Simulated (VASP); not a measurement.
Runs of VASP 6.6.1 on Si. The structure is that of space group Fd-3m (No. 227), or close to it. The cells are those of the table. 

```tsv
level	cell	smearing	screening parameter	gap on the mesh (eV)	pressure (GPa)
r2SCAN0	a = 3.850 Å, angles 60.0°, 2 atoms	gaussian 0.01 eV	-	2.08	-1.4
HSE06	a = 3.850 Å, angles 60.0°, 2 atoms	gaussian 0.01 eV	0.2079 1/Å	1.31	-0.5
PBE0	a = 3.850 Å, angles 60.0°, 2 atoms	gaussian 0.01 eV	-	1.99	-0.7
HSE06	a = 3.848 Å, angles 60.0°, 2 atoms	fermi-dirac 0.02 eV	0.2079 1/Å	(b)	(a)
```

Alike in all rows: task single point; potentials or basis VASP PAW PBE potentials, release 64 (Si); no spin polarisation; k mesh 6 × 6 × 6; cutoff (eV) 520.

Q: Estimate the missing entries.

A: (a) -0.4; (b) 1.30.

Caveats: the PAW data sets were made with another functional, which shifts forces and pressure a little.

A k mesh can miss the band edges.
